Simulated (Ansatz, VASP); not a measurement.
**P in VASP and in Ansatz**

```xyz
4
Lattice="3.1278 0.0000 0.0000 0.0000 36.0035 0.0000 0.0000 0.0000 4.8737" Properties=species:S:1:pos:R:3 pbc="T T T"
P     0.0000   35.0922    3.1784
P     0.0000    0.9113    2.0002
P     1.5639    0.9113    0.4367
P     1.5639   35.0922    4.1322
```

Alike in both runs: task single point; functional PBEsol; k mesh 8 × 1 × 6; occupations gaussian, width 0.02 eV; no spin polarisation.

```csv
,VASP,Ansatz
version,VASP 6.6.1,Ansatz 0.2.0
potentials or method,"VASP PAW PBE potentials, release 64 (P), cutoff 520 eV","scalar-relativistic, plane waves, PAW"
valence electrons in the cell,20,20
```

|  | VASP | Ansatz | Ansatz less VASP |
| --- | --- | --- | --- |
| gap on the k mesh at the Fermi level (eV) | 0.48 | 0.44 | -0.040 |
| least direct gap on the mesh (eV) | 1.27 | 1.25 | -0.018 |
| rms of the force components (eV/Å) | 4.074 | 4.098 | +0.0242 |

VASP's potentials were made for PBE, not for PBEsol. Atom by atom the forces differ by 0.026 eV/Å (rms over components).
